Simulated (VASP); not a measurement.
# AlN (I4/mmm) in VASP: notebook, part 2 of 2

VASP 6.6.1.

## (3) Single point, PBE (uniaxial z strain -1.6%)

INCAR reads:

```
SYSTEM = AlN
  ALGO = Normal
  EDIFF = 1E-7
  ENCUT = 520
  GGA = PE
  ISIF = 2
  ISMEAR = -1
  LASPH = .TRUE.
  LCHARG = .FALSE.
  LREAL = .FALSE.
  LWAVE = .FALSE.
  NBANDS = 11
  NELM = 100
  PREC = Accurate
  SIGMA = 0.02
```

KPOINTS reads:

```
k-points
0
G
  10 10 10
  0 0 0
```

POSCAR reads:

```
AlN
1.0
    0.0000000000      2.0188684454      1.9861627766
    2.0188684454      0.0000000000      1.9861627766
    2.0188684454      2.0188684454      0.0000000000
Al N
1 1
Direct
    0.0000000000      0.0000000000      0.0000000000
    0.5000000000      0.5000000000      0.5000000000
```

Potentials or basis: VASP PAW PBE potentials, release 64 (Al, N).

The run is started by

```console
cat potpaw_PBE.64/Al/POTCAR potpaw_PBE.64/N/POTCAR > POTCAR
mpirun -np 1 vasp_std > vasp.out
```

OUTCAR:

```text
SYSTEM = AlN
   EDIFF = 1E-7
   ENCUT = 520
   GGA = PE
   ISIF = 2
   ISMEAR = -1
   LASPH = .TRUE.
   LREAL = .FALSE.
   NELM = 100
   PREC = Accurate

 ion  position               nearest neighbor table
   1  0.000  0.000  0.000-   2 1.99   2 1.99   2 2.02   2 2.02   2 2.02   2 2.02
   2  0.500  0.500  0.500-   1 1.99   1 1.99   1 2.02   1 2.02   1 2.02   1 2.02

  LATTYP: Found a body centered tetragonal cell.
 ALAT       =     2.8551111361
 C/A-ratio  =     1.3913033027

  Lattice vectors:

 A1 = (   0.0000000000,  -2.0188684454,  -1.9861627766)
 A2 = (   0.0000000000,   2.0188684454,  -1.9861627766)
 A3 = (   2.0188684454,   0.0000000000,   1.9861627766)

Analysis of symmetry for initial positions (statically):
=====================================================================
 Subroutine PRICEL returns:
 Original cell was already a primitive cell.

 Routine SETGRP: Setting up the symmetry group for a
 body centered tetragonal supercell.

 Subroutine GETGRP returns: Found 16 space group operations
 (whereof 16 operations were pure point group operations)
 out of a pool of 16 trial point group operations.

The static configuration has the point symmetry D_4h.

Analysis of symmetry for dynamics (positions and initial velocities):
=====================================================================
 Subroutine PRICEL returns:
 Original cell was already a primitive cell.

 Routine SETGRP: Setting up the symmetry group for a
 body centered tetragonal supercell.

 Subroutine GETGRP returns: Found 16 space group operations
 (whereof 16 operations were pure point group operations)
 out of a pool of 16 trial point group operations.

The dynamic configuration has the point symmetry D_4h.

 Subroutine INISYM returns: Found 16 space group operations
 (whereof 16 operations are pure point group operations),
 and found     1 'primitive' translations

----------------------------------------------------------------------------------------
[... 120 lines left out ...]
   AEXX    =    0.0000 exact exchange contribution
   IVDW    =     0    specifies the selected vdW correction
   LEPSILON=     F    determine dielectric tensor
   LRPA    =     F    only Hartree local field effects (RPA)
 non-spin polarized calculation
  energy-cutoff  :      520.00
  volume of cell :       16.19
 maximum number of plane-waves:       444
 NGX is ok and might be reduce to    24
   NGX = 11   NGY = 11   NGZ = 11

 number of electron       7.9999999 magnetization

 Free energy of the ion-electron system (eV)
  ---------------------------------------------------
  ext. energy  EPLUGINS =         0.00000000
  ---------------------------------------------------
  free energy    TOTEN  =       -14.52119660 eV

  energy without entropy =      -14.52119660  energy(sigma->0) =      -14.52119660

 E-fermi :  10.6961     XC(G=0): -12.3809

 val. band max:       10.2690927410   @ k =   0.0000   0.0000   0.0000
 cond. band min:      14.9354585236   @ k =   0.5000   0.5000   0.0000
 fundamental gap:      4.6663657826
 Fermi energy:        10.6960825913

 k-point     1 :       0.0000    0.0000    0.0000
  band No.  band energies     occupation
      1      -7.5100      2.00000
      2      10.1493      2.00000
      3      10.2691      2.00000
      4      10.2691      2.00000
      5      16.2019      0.00000
      6      22.3932      0.00000
      7      22.3932      0.00000
      8      22.6137      0.00000
      9      27.6638      0.00000
     10      27.8993      0.00000
     11      28.4511      0.00000
[... 309 lines left out ...]
 k-point    24 :       0.4000    0.3000    0.0000
  band No.  band energies     occupation
      1      -4.3678      2.00000
      2       4.3042      2.00000
      3       7.3475      2.00000
      4       7.8388      2.00000
      5      16.4426      0.00000
      6      17.1564      0.00000
      7      22.7883      0.00000
      8      25.9612      0.00000
      9      26.7843      0.00000
     10      32.1948      0.00000
     11      35.4207      0.00000

 [... further k-points ...]

------------------------ aborting loop because EDIFF is reached ----------------------------------------

  FORCE on cell =-STRESS in cart. coord.  units (eV):
  Direction    XX          YY          ZZ          XY          YZ          ZX
  --------------------------------------------------------------------------------------
  -------------------------------------------------------------------------------------
  Total        0.9199565      0.9199565      1.4716292      0.0000000     -0.0000000     -0.0000000
  in kB       91.0368078     91.0368078    145.6290775      0.0000000     -0.0000000     -0.0000000
  external PRESSURE =     109.2342310 kB  Pullay stress =       0.0000000 kB

 VOLUME and BASIS-vectors are now :
 -----------------------------------------------------------------------------
  energy-cutoff  :      520.00
  volume of cell :       16.19
      direct lattice vectors                 reciprocal lattice vectors
     0.000000000  2.018868445  1.986162777    -0.247663488  0.247663488  0.251741703
     2.018868445  0.000000000  1.986162777     0.247663488 -0.247663488  0.251741703
     2.018868445  2.018868445  0.000000000     0.247663488  0.247663488 -0.251741703

 POSITION                                       TOTAL-FORCE (eV/Angst)
 -----------------------------------------------------------------------------------
      0.00000      0.00000      0.00000        -0.000000      0.000000      0.000000
      2.01887      2.01887      1.98616         0.000000     -0.000000     -0.000000
 -----------------------------------------------------------------------------------
    total drift:                               -0.000000     -0.000000      0.000000

  FREE ENERGIE OF THE ION-ELECTRON SYSTEM (eV)
  ---------------------------------------------------
  free  energy   TOTEN  =       -14.5211966018 eV

  energy  without entropy=      -14.5211966018  energy(sigma->0) =      -14.52119660
```

OSZICAR:

```text
N       E                     dE             d eps       ncg     rms          rms(c)
DAV:   1     0.981205010046E+01    0.98121E+01   -0.40989E+03  2276   0.628E+02
DAV:   2    -0.155822618336E+02   -0.25394E+02   -0.24445E+02  2736   0.139E+02
DAV:   3    -0.162842021460E+02   -0.70194E+00   -0.70097E+00  2700   0.214E+01
DAV:   4    -0.162870473468E+02   -0.28452E-02   -0.28451E-02  2550   0.149E+00
DAV:   5    -0.162870726744E+02   -0.25328E-04   -0.25328E-04  2666   0.132E-01    0.769E+00
DAV:   6    -0.145438067629E+02    0.17433E+01   -0.73884E+00  2457   0.146E+01    0.274E+00
DAV:   7    -0.145267878604E+02    0.17019E-01   -0.19288E-01  2552   0.318E+00    0.180E+00
DAV:   8    -0.145214838808E+02    0.53040E-02   -0.15292E-02  2394   0.108E+00    0.339E-01
DAV:   9    -0.145211456090E+02    0.33827E-03   -0.14125E-03  2586   0.227E-01    0.153E-01
DAV:  10    -0.145212026969E+02   -0.57088E-04   -0.13265E-04  2509   0.846E-02    0.433E-02
DAV:  11    -0.145211969534E+02    0.57435E-05   -0.18547E-05  2667   0.244E-02    0.747E-03
DAV:  12    -0.145211966529E+02    0.30053E-06   -0.63106E-07  2460   0.671E-03    0.127E-03
DAV:  13    -0.145211966018E+02    0.51115E-07   -0.11769E-08  1380   0.737E-04
   1 F= -.14521197E+02 E0= -.14521197E+02  d E =-.964373E-12
```

Run time: 32 s. Hardware: 1 thread of AMD EPYC 7R43 (Zen 3), shared host; peak memory 0.11 GiB.

Results:

```
Free energy            : -14.5212 eV
Pressure               : 10.9 GPa
Band gap on the k mesh : 4.67 eV, indirect (least direct gap 5.93 eV)
```

Caveat: the cell differs from its parent crystal (uniaxial z strain -1.6%). A k mesh can miss the band edges.

## (4) Single point, r2SCAN (uniaxial z strain -1.6%)

POSCAR is that of step 3.

INCAR.step1 reads:

```
ALGO = Normal
EDIFF = 1E-4
ENCUT = 520
GGA = PE
ISMEAR = 0
LASPH = T
LCHARG = F
LREAL = F
LWAVE = T
NBANDS = 11
NELM = 100
PREC = Accurate
SIGMA = 0.01
```

INCAR.step2 reads:

```
ALGO = Normal
EDIFF = 1E-6
ENCUT = 520
ISIF = 2
ISMEAR = 0
ISTART = 1
LASPH = T
LCHARG = F
LMIXTAU = T
LREAL = F
LWAVE = F
METAGGA = R2SCAN
NBANDS = 11
NELM = 100
PREC = Accurate
SIGMA = 0.01
```

KPOINTS reads:

```
k-points
0
Gamma
  10 10 10
```

The run is started by

```console
cat potpaw_PBE.64/Al/POTCAR potpaw_PBE.64/N/POTCAR > POTCAR
cp INCAR.step1 INCAR
mpirun -np 1 vasp_std > vasp.out
cp INCAR.step2 INCAR
mpirun -np 1 vasp_std > vasp.out
```

Wall time 2.1 min (1 thread of AMD EPYC 7R43 (Zen 3), shared host); peak memory 0.11 GiB.

Results (log left out):

- Free energy: -18.8912 eV
- Pressure: 4.0 GPa
- Band gap on the k mesh: 5.55 eV, indirect (least direct gap 6.78 eV)

Stress tensor (GPa, compression positive):
```
2.17 0.00 0.00
0.00 2.17 0.00
0.00 0.00 7.57
```

Levels at points of the mesh, in eV from the valence-band top:
```csv
k point,band 1,band 2,band 3,band 4,band 5,band 6,band 7,band 8
"(0.00, 0.00, 0.00)",-18.63,-0.12,0.00,0.00,6.78,12.87,12.87,13.10
"(0.50, 0.00, 0.00)",-15.31,-8.62,-1.27,-1.20,6.99,11.84,12.25,14.91
"(0.50, 0.50, 0.00)",-14.22,-7.68,-3.08,-3.08,5.55,5.80,15.73,18.89
"(0.50, 0.00, 0.50)",-14.36,-7.75,-3.06,-2.84,5.71,5.96,15.52,18.78
```

Caveat: the cell differs from its parent crystal (uniaxial z strain -1.6%); the PAW data sets were made with another functional, which shifts forces and pressure a little. A k mesh can miss the band edges.

## (5) The runs side by side

| level | cell | smearing | gap on the mesh (eV) | pressure (GPa) |
| --- | --- | --- | --- | --- |
| PBE | a = 2.855, b = 2.829, c = 2.829 Å, angles 60.6, 59.7, 59.7°, 2 atoms | fermi-dirac 0.02 eV | 4.67 | 11.5 |
| PBE | a = 2.832, b = 2.832, c = 2.855 Å, angles 59.7, 59.7, 60.5°, 2 atoms | fermi-dirac 0.02 eV | 4.67 | 10.9 |
| r2SCAN | a = 2.832, b = 2.832, c = 2.855 Å, angles 59.7, 59.7, 60.5°, 2 atoms | gaussian 0.01 eV | 5.55 | 4.0 |

Alike in all rows: task single point; potentials or basis VASP PAW PBE potentials, release 64 (Al, N); no spin polarisation; k mesh 10 × 10 × 10; cutoff (eV) 520.

Caveats: the PAW data sets were made with another functional, which shifts forces and pressure a little (some runs).

Total energies depend on the potentials used, so only differences within one code and one set of settings carry meaning.
